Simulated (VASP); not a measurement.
A run of VASP 6.6.1 is set up as follows.

File POSCAR:

```
Ta
1.0
   -1.6512800000      1.6512800000      1.6512800000
    1.6512800000     -1.6512800000      1.6512800000
    1.6512800000      1.6512800000     -1.6512800000
Ta
1
Direct
    0.0000000000      0.0000000000      0.0000000000
```

Contents of INCAR.step1:

```
PREC = Accurate
ENCUT = 520
EDIFF = 1E-5
ISMEAR = -1
SIGMA = 0.05
LREAL = False
LASPH = True
NELM = 80
ALGO = Normal
ISIF = 2
LWAVE = True
GGA = PE
NBANDS = 12
```

File INCAR.step2:

```
PREC = Accurate
ENCUT = 520
EDIFF = 1E-7
ISMEAR = -1
SIGMA = 0.05
LREAL = False
LASPH = True
NELM = 80
ALGO = Normal
ISIF = 2
LWAVE = False
LCHARG = True
GGA = PS
LHFCALC = True
AEXX = 0.25
HFSCREEN = 0.207
PRECFOCK = Normal
LELF = True
LVHAR = True
ISTART = 1
NBANDS = 12
```

KPOINTS

```
Automatic mesh
0
Gamma
  6 6 6
```

Potentials or basis: VASP PAW PBE potentials, release 64 (Ta_pv).

Run with:

```bash
$ cat potpaw_PBE.64/Ta_pv/POTCAR > POTCAR
$ cp INCAR.step1 INCAR
$ mpirun -np 1 vasp_std > vasp.out
$ cp INCAR.step2 INCAR
$ mpirun -np 1 vasp_std > vasp.out
```

Problem. What does it give for the band gap on the k mesh?

Solution. Zero (an odd number of electrons rules out a gap without spin polarisation).

Problem. Estimate the pressure.

Solution. -1.2 GPa.

Caveat: the k points lie up to 0.45 Å⁻¹ apart, too coarse for converged energies and pressures of a metal; the PAW data sets were made with another functional, which shifts forces and pressure a little; spin-orbit coupling is left out, which moves the levels of the heavy elements.
